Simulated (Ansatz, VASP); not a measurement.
# One calculation of W, two programs

```xyz
1
Lattice="-1.5848 1.5848 1.5848 1.5848 -1.5848 1.5848 1.5848 1.5848 -1.5848" Properties=species:S:1:pos:R:3 pbc="T T T"
W     0.0000    0.0000    0.0000
```

Alike in both runs: task single point; functional r2SCAN; k mesh 14 × 14 × 14; no spin polarisation.

```csv
,VASP,Ansatz
version,VASP 6.6.1,Ansatz 0.2.0
potentials or method,"VASP PAW PBE potentials, release 64 (W_sv), cutoff 520 eV","plane waves (500 eV) with PAW, scalar-relativistic"
occupations,"methfessel-paxton of order 1, width 0.2 eV","cold, width 0.2 eV"
valence electrons in the cell,14,14
```

Ansatz gave:

| Property | Result |
| --- | --- |
| pressure (GPa) | 0.2 |

Q: Estimate VASP's values.

A: Pressure (GPa): 1.4.

VASP's potentials were made for PBE, not for r2SCAN.

Spin-orbit coupling is off throughout.
